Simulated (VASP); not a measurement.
# Be (P6/mmm) in VASP: single point with PBE

Aim: the single point of Be with PBE.

Program: VASP 6.6.1. These are calculated values, not measurements. Logs are shortened: lines on timing, memory, paths and dates and some standing lists are left out, and cuts for length are marked.

### 1 The cell of the first run

Symmetry: P6/mmm, No. 191, hexagonal system. The conventional cell has a = 3.570 Å, b = 3.570 Å, c = 2.192 Å, α = 90.00°, β = 90.00°, γ = 120.00°. Be (site symmetry 6/mmm) has 14 Be at 2.19 to 2.33 Å within 2.9 Å. Be (site symmetry -6m2) has 11 Be at 2.06 to 2.33 Å within 2.7 Å.

This isn't the form of Be at room conditions, which is hcp.

### 2 Single point, PBE

Contents of POSCAR:

```
Be
1.0
    3.5704024111      0.0000000000      0.0000000000
   -1.7852012055      3.0920591897      0.0000000000
    0.0000000000      0.0000000000      2.1918117984
Be
3
Direct
    0.0000000000      0.0000000000      0.0000000000
    0.3333333333      0.6666666667      0.5000000000
    0.6666666667      0.3333333333      0.5000000000
```

Contents of INCAR.step1:

```
ALGO     = Normal         # electronic algorithm
EDIFF    = 1E-6           # SCF threshold, eV
ENCUT    = 520            # plane-wave cutoff, eV
GGA      = PE             # functional
ISIF     = 2              # what is computed and relaxed
ISMEAR   = -1             # smearing method
LASPH    = True           # aspherical terms in the spheres
LCHARG   = True           # write CHGCAR
LREAL    = False          # projectors in reciprocal space
LWAVE    = False          # write WAVECAR
NBANDS   = 10             # bands
NELM     = 80             # most SCF steps
PREC     = Accurate       # precision mode
SIGMA    = 0.08           # smearing width, eV
```

Contents of KPOINTS.step1:

```
k-points
0
Gamma
  10 10 14
```

Contents of INCAR.step2:

```
ALGO     = Normal         # electronic algorithm
EDIFF    = 1E-6           # SCF threshold, eV
ENCUT    = 520            # plane-wave cutoff, eV
GGA      = PE             # functional
ICHARG   = 11             # starting density
ISIF     = 2              # what is computed and relaxed
ISMEAR   = -5             # smearing method
LASPH    = True           # aspherical terms in the spheres
LCHARG   = False          # write CHGCAR
LORBIT   = 11             # projections on sites
LREAL    = False          # projectors in reciprocal space
LWAVE    = False          # write WAVECAR
NEDOS    = 1001           # points of the DOS
NELM     = 80             # most SCF steps
PREC     = Accurate       # precision mode
SIGMA    = 0.08           # smearing width, eV
```

Contents of KPOINTS.step2:

```
k-points
0
Gamma
  15 15 21
```

Potentials or basis: VASP PAW PBE potentials, release 64 (Be).

The run is started by

```
$ cat potpaw_PBE.64/Be/POTCAR > POTCAR
$ cp INCAR.step1 INCAR
$ cp KPOINTS.step1 KPOINTS
$ mpirun -np 1 vasp_std > vasp.out
$ cp INCAR.step2 INCAR
$ cp KPOINTS.step2 KPOINTS
$ mpirun -np 1 vasp_std > vasp.out
```

OUTCAR:

```text
EDIFF = 1E-6
   ENCUT = 520
   GGA = PE
   ICHARG = 11
   ISIF = 2
   ISMEAR = -5
   LASPH = True
   LORBIT = 11
   LREAL = False
   NELM = 80
   PREC = Accurate

 ion  position               nearest neighbor table
   1  0.000  0.000  0.000-   2 2.33   3 2.33   2 2.33   3 2.33   2 2.33   2 2.33   3 2.33   3 2.33
                             3 2.33   3 2.33   2 2.33   2 2.33
   2  0.333  0.667  0.500-   3 2.06   3 2.06   3 2.06   1 2.33   1 2.33   1 2.33   1 2.33   1 2.33
                             1 2.33
   3  0.667  0.333  0.500-   2 2.06   2 2.06   2 2.06   1 2.33   1 2.33   1 2.33   1 2.33   1 2.33
                             1 2.33

  LATTYP: Found a hexagonal cell.
 ALAT       =     3.5704024111
 C/A-ratio  =     0.6138836876

  Lattice vectors:

 A1 = (   3.5704024111,   0.0000000000,   0.0000000000)
 A2 = (  -1.7852012055,   3.0920591897,   0.0000000000)
 A3 = (   0.0000000000,   0.0000000000,   2.1918117984)

Analysis of symmetry for initial positions (statically):
=====================================================================
 Subroutine PRICEL returns:
 Original cell was already a primitive cell.

 Routine SETGRP: Setting up the symmetry group for a
 hexagonal supercell.

 Subroutine GETGRP returns: Found 24 space group operations
 (whereof 24 operations were pure point group operations)
 out of a pool of 24 trial point group operations.

The static configuration has the point symmetry D_6h.

Analysis of symmetry for dynamics (positions and initial velocities):
=====================================================================
 Subroutine PRICEL returns:
 Original cell was already a primitive cell.

 Routine SETGRP: Setting up the symmetry group for a
 hexagonal supercell.

 Subroutine GETGRP returns: Found 24 space group operations
 (whereof 24 operations were pure point group operations)
 out of a pool of 24 trial point group operations.

The dynamic configuration has the point symmetry D_6h.

 Subroutine INISYM returns: Found 24 space group operations
 (whereof 24 operations are pure point group operations),
 and found     1 'primitive' translations

----------------------------------------------------------------------------------------

                                     Primitive cell

  volume of cell :      24.1974

  direct lattice vectors                    reciprocal lattice vectors
     3.570402411  0.000000000  0.000000000     0.280080474  0.161704537  0.000000000
    -1.785201205  3.092059190  0.000000000     0.000000000  0.323409074  0.000000000
     0.000000000  0.000000000  2.191811798     0.000000000  0.000000000  0.456243552

  length of vectors
     3.570402411  3.570402411  2.191811798     0.323409074  0.323409074  0.456243552

  position of ions in fractional coordinates (direct lattice)
     0.000000000  0.000000000  0.000000000
     0.333333333  0.666666667  0.500000000
     0.666666667  0.333333333  0.500000000

  ion indices of the primitive-cell ions
   primitive index   ion index
                 1           1
                 2           2
                 3           3

----------------------------------------------------------------------------------------

 KPOINTS: k-points

Automatic generation of k-mesh.
 Grid dimensions read from file:
 generate k-points for:   15   15   21

 Generating k-lattice:

  Cartesian coordinates                     Fractional coordinates (reciprocal lattice)
     0.018672032  0.010780302  0.000000000     0.066666667  0.000000000  0.000000000
     0.000000000  0.021560605  0.000000000     0.000000000  0.066666667  0.000000000
     0.000000000  0.000000000  0.021725883     0.000000000  0.000000000  0.047619048

  Length of vectors
     0.021560605  0.021560605  0.021725883

  Shift w.r.t. Gamma in fractional coordinates (k-lattice)
     0.000000000  0.000000000  0.000000000

 TETIRR: Found   4698 inequivalent tetrahedra from    28350

 Subroutine IBZKPT returns following result:
 ===========================================

 Found    297 irreducible k-points:

 Following reciprocal coordinates:
            Coordinates               Weight
  0.000000  0.000000  0.000000      1.000000
  0.066667  0.000000  0.000000      6.000000
  0.133333  0.000000  0.000000      6.000000
  0.200000  0.000000  0.000000      6.000000
  0.266667  0.000000  0.000000      6.000000
  0.333333  0.000000  0.000000      6.000000
[... 16 lines left out ...]
  0.333333  0.200000  0.000000     12.000000
  0.400000  0.200000  0.000000      6.000000
 [... further k-points ...]
   k-points           NKPTS =    297   k-points in BZ     NKDIM =    297   number of bands    NBANDS=      7
   number of dos      NEDOS =   1001   number of ions     NIONS =      3
   total plane-waves  NPLWV =  12544
   dimension x,y,z NGX =    28 NGY =   28 NGZ =   16
   dimension x,y,z NGXF=    56 NGYF=   56 NGZF=   32
   ions per type =               3
   NGX,Y,Z   is equivalent  to a cutoff of  13.04, 13.04, 12.14 a.u.
   NGXF,Y,Z  is equivalent  to a cutoff of  26.07, 26.07, 24.27 a.u.
 SYSTEM =  unknown system
   PREC   = accura    normal or accurate (medium, high low for compatibility)
   ISTART =      0    job   : 0-new  1-cont  2-samecut
   ICHARG =     11    charge: 1-file 2-atom 10-const
   ISPIN  =      1    spin polarized calculation?
   LNONCOLLINEAR =      F non collinear calculations
   LSORBIT =      F    spin-orbit coupling
   LASPH  =      T    aspherical Exc in radial PAW
   ENCUT  =  520.0 eV  38.22 Ry    6.18 a.u.   6.64  6.64  4.08*2*pi/ulx,y,z
   NELM   =     80;   NELMIN=  2; NELMDL=  0     # of ELM steps
   EDIFF  = 0.1E-05   stopping-criterion for ELM
   LREAL  =      F    real-space projection
   EDIFFG = 0.1E-04   stopping-criterion for IOM
   NSW    =      0    number of steps for IOM
   IBRION =     -1    ionic relax: 0-MD 1-quasi-New 2-CG
   NFREE  =      0    steps in history (QN), initial steepest desc. (CG)
   ISIF   =      2    stress and relaxation
   ISYM   =      2    0-nonsym 1-usesym 2-fastsym
   POTIM  = 0.5000    time-step for ionic-motion
   TEBEG  =    0.0;   TEEND  =   0.0 temperature during run
   PSTRESS=    0.0 pullay stress
   NELECT =       6.0000    total number of electrons
   NUPDOWN=      -1.0000    fix difference up-down
   EMIN   =  10.00;   EMAX   =-10.00  energy-range for DOS
   EFERMI =   0.00;   METHOD = LEGACY
   ISMEAR =    -5;   SIGMA  =   0.08  broadening in eV -4-tet -1-fermi 0-gaus
   EFERMI_NEDOS =   21; number of points for ismear=-14 and -15
   IALGO  =     38    algorithm
   IMIX   =      4    mixing-type and parameters
     AMIX     =   0.40;   BMIX     =  1.00
     AMIX_MAG =   1.60;   BMIX_MAG =  1.00
  volume/ion in A,a.u.               =       8.07        54.43
  Fermi-wavevector in a.u.,A,eV,Ry     =   1.028496  1.943575 14.392291  1.057804
  Thomas-Fermi vector in A             =   2.162495
   LORBIT       =     11    0 simple, 1 ext, 2 COOP (PROOUT), +10 PAW based schemes
   GGA     = PE    functional components
   LHFCALC =     F    Hartree Fock is set to
   AEXX    =    0.0000 exact exchange contribution
   IVDW    =     0    specifies the selected vdW correction
   LEPSILON=     F    determine dielectric tensor
   LRPA    =     F    only Hartree local field effects (RPA)
 non-spin polarized calculation
 Fermi weights with tetrahedron method with Bloechl corrections
  energy-cutoff  :      520.00
  volume of cell :       24.20
 maximum number of plane-waves:       686
 NGX is ok and might be reduce to    28

 number of electron       6.0000000 magnetization

 Free energy of the ion-electron system (eV)
  ---------------------------------------------------
  ext. energy  EPLUGINS =         0.00000000
  ---------------------------------------------------
  free energy    TOTEN  =       -10.73483433 eV

  energy without entropy =      -10.73483433  energy(sigma->0) =      -10.73483433

 E-fermi :   7.5457     XC(G=0): -10.5436

 val. band max:        7.8282151890   @ k =   0.0000   0.0000   0.2381
 cond. band min:       7.4447184767   @ k =   0.3333   0.0667   0.3810
 fundamental gap:     -0.3834967122
 Fermi energy:         7.5457398546

 k-point     1 :       0.0000    0.0000    0.0000
  band No.  band energies     occupation
      1      -4.3779      2.00000
      2       6.2551      2.00000
      3       6.2551      2.00000
      4       6.4742      2.00000
      5       6.4742      2.00000
      6      12.9101      0.00000
      7      13.1412      0.00000

 k-point     2 :       0.0667    0.0000    0.0000
  band No.  band energies     occupation
      1      -4.3264      2.00000
      2       5.2678      2.00000
      3       5.4155      2.00000
      4       7.2471      1.74207
      5       7.4452      1.11561
      6      13.1291      0.00000
      7      13.3253      0.00000

 k-point     3 :       0.1333    0.0000    0.0000
  band No.  band energies     occupation
      1      -4.1718      2.00000
      2       4.0960      2.00000
      3       4.6080      2.00000
      4       7.7960      0.02136
      5       8.6462     -0.02830
      6      13.6600      0.00000
      7      13.9774      0.00000
[... 191 lines left out ...]
 k-point    23 :       0.3333    0.2000    0.0000
  band No.  band energies     occupation
      1      -1.8619      2.00000
      2      -0.3461      2.00000
      3       1.0353      2.00000
      4      10.4468      0.00000
      5      13.4541      0.00000
      6      16.7535      0.00000
      7      19.8941      0.00000

 k-point    24 :       0.4000    0.2000    0.0000
  band No.  band energies     occupation
      1      -1.1851      2.00000
      2      -1.1155      2.00000
      3       0.9774      2.00000
      4      10.4262      0.00000
      5      14.9761      0.00000
      6      15.1485      0.00000
      7      20.6810      0.00000

 [... further k-points ...]
[... 5 lines left out ...]
  --------------------------------------------------------------------------------------
  -------------------------------------------------------------------------------------
  Total        0.0008807      0.0008807      0.1134989      0.0000000      0.0000000      0.0000000
  in kB        0.0583108      0.0583108      7.5150874      0.0000000      0.0000000      0.0000000
  external PRESSURE =       2.5439030 kB  Pullay stress =       0.0000000 kB

 VOLUME and BASIS-vectors are now :
 -----------------------------------------------------------------------------
  energy-cutoff  :      520.00
  volume of cell :       24.20
      direct lattice vectors                 reciprocal lattice vectors
     3.570402411  0.000000000  0.000000000     0.280080474  0.161704537  0.000000000
    -1.785201205  3.092059190  0.000000000     0.000000000  0.323409074  0.000000000
     0.000000000  0.000000000  2.191811798     0.000000000  0.000000000  0.456243552

 POSITION                                       TOTAL-FORCE (eV/Angst)
 -----------------------------------------------------------------------------------
      0.00000      0.00000      0.00000        -0.000000      0.000000      0.000000
     -0.00000      2.06137      1.09591         0.000000     -0.000000      0.000000
      1.78520      1.03069      1.09591        -0.000000      0.000000      0.000000
 -----------------------------------------------------------------------------------
    total drift:                                0.000000     -0.000000     -0.000000

  FREE ENERGIE OF THE ION-ELECTRON SYSTEM (eV)
  ---------------------------------------------------
  free  energy   TOTEN  =       -10.7348343251 eV

  energy  without entropy=      -10.7348343251  energy(sigma->0) =      -10.73483433

 total charge

# of ion       s       p       d       tot
------------------------------------------
    1        0.372   0.726   0.000   1.098
    2        0.420   0.754   0.000   1.174
    3        0.420   0.754   0.000   1.174
--------------------------------------------------
tot          1.213   2.233   0.000   3.446
```

It took 48 s on 1 thread of Intel Xeon 8259CL, shared host; peak memory 0.17 GiB.

Results:

| Item | Value |
| --- | --- |
| Valence electrons inside the program's atomic spheres | Be 1.10, 1.17 (each value once) |

Levels at points of the mesh, in eV from the Fermi level:
| k point | band 1 | band 2 | band 3 | band 4 | band 5 | band 6 | band 7 |
| --- | --- | --- | --- | --- | --- | --- | --- |
| (0.00, 0.00, 0.00) | -11.92 | -1.29 | -1.29 | -1.07 | -1.07 | 5.36 | 5.60 |

Caveat: tetrahedron occupations give inexact forces and stress in metals.
